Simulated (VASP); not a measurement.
**C: single point with PBE+D3(BJ)**

The system is C, a slab with vacuum.

```
C
1.0
     2.46571    0.00000    0.00000
    -1.23285    2.13536    0.00000
     0.00000    0.00000   26.00000
C
2
Direct
  0.00000 0.00000 0.50000
  0.66667 0.33333 0.50000
```

- Program: VASP 6.6.1
- Task: single point
- Functional: PBE
- Dispersion: D3(BJ)
- Potentials or basis: VASP PAW PBE potentials, release 64 (C)
- Cutoff: 520 eV
- k mesh: 9 × 9 × 1
- Occupations: gaussian, width 0.1 eV
- Spin: no spin polarisation

```yaml
Band_gap_on_the_k_mesh: zero (filled and empty bands touch)
Dispersion_energy_per_atom: -0.089 eV
```

Levels at points of the mesh, in eV from the Fermi level:
| k point | band 2 | band 3 | band 4 | band 5 | band 6 | band 7 |
| --- | --- | --- | --- | --- | --- | --- |
| (0.00, 0.00, 0.00) | -7.62 | -3.05 | -3.05 | 3.26 | 4.03 | 4.30 |

Wall time 18 s on 1 thread of Intel(R) Xeon(R) 6975P-C (Granite Rapids), with other jobs on the host, peak memory 0.22 GiB.
